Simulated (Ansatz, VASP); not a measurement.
MgO in VASP and in Ansatz

Contents of POSCAR:

```
MgO
1.0
    2.6233490555      0.0000000000      0.0000000000
    0.0000000000      2.6233490555      0.0000000000
    0.0000000000      0.0000000000      2.6233490555
Mg O
1 1
Direct
    0.0000000000      0.0000000000      0.0000000000
    0.5000000000      0.5000000000      0.5000000000
```

Contents of INCAR.step1:

```
  PREC = Accurate
  ENCUT = 520
  ISMEAR = 0
  SIGMA = 0.01
  LREAL = F
  LASPH = T
  NELM = 80
  NBANDS = 11
  GGA = PE
  ALGO = Normal
  EDIFF = 1E-4
  LWAVE = T
  LCHARG = F
```

Contents of INCAR.step2:

```
  PREC = Accurate
  ENCUT = 520
  EDIFF = 1E-6
  ISMEAR = 0
  SIGMA = 0.01
  LREAL = F
  LASPH = T
  NELM = 80
  ALGO = Normal
  ISIF = 2
  LWAVE = F
  LCHARG = F
  METAGGA = R2SCAN
  LMIXTAU = T
  NBANDS = 11
  ISTART = 1
```

Contents of KPOINTS:

```
regular mesh
0
Gamma
  10 10 10
```

Input for Ansatz:

```yaml
crystal:
  lattice:
    - [2.6233490555, 0.0, 0.0]
    - [0.0, 2.6233490555, 0.0]
    - [0.0, 0.0, 2.6233490555]
  atoms:
    - { symbol: Mg, position: [0.0, 0.0, 0.0] }
    - { symbol: O, position: [0.5, 0.5, 0.5] }
kpoints:
  mp_grid: { grid: [10, 10, 10] }
  band_path:
    path:
      - [0.0, 0.0, 0.0]
      - [0.0, 0.5, 0.0]
      - [0.5, 0.5, 0.0]
      - [0.5, 0.5, 0.5]
      - [0.0, 0.5, 0.5]
    npoints: 1
hamiltonian:
  xc: r2scan
scf:
  occupations: { method: fixed }
  n_extra_bands: 4
output:
  forces: true
  stress: true
  eigenvalues: true
```

Alike in both runs: task single point; functional r2SCAN; k mesh 10 × 10 × 10; no spin polarisation.

|  | VASP | Ansatz |
| --- | --- | --- |
| version | VASP 6.6.1 | Ansatz 0.2.0 |
| potentials or method | VASP PAW PBE potentials, release 64 (Mg, O) | plane waves, PAW |
| plane-wave cutoff (eV) | 520 | 500 |
| occupations | gaussian, width 0.01 eV | fixed |
| valence electrons in the cell | 8 | 16 |

Ansatz gave:

```
gap on the k mesh at the Fermi level (eV) : 3.49
pressure (GPa)                            : 0.0
```

Problem. Estimate VASP's values.

Solution. gap on the k mesh at the Fermi level (eV): 3.45; pressure (GPa): -1.2.

VASP's potentials were made for PBE, not for r2SCAN. VASP's potentials hold 8 valence electrons a cell and Ansatz's 16, so a difference there can come from the potentials and not from the codes.
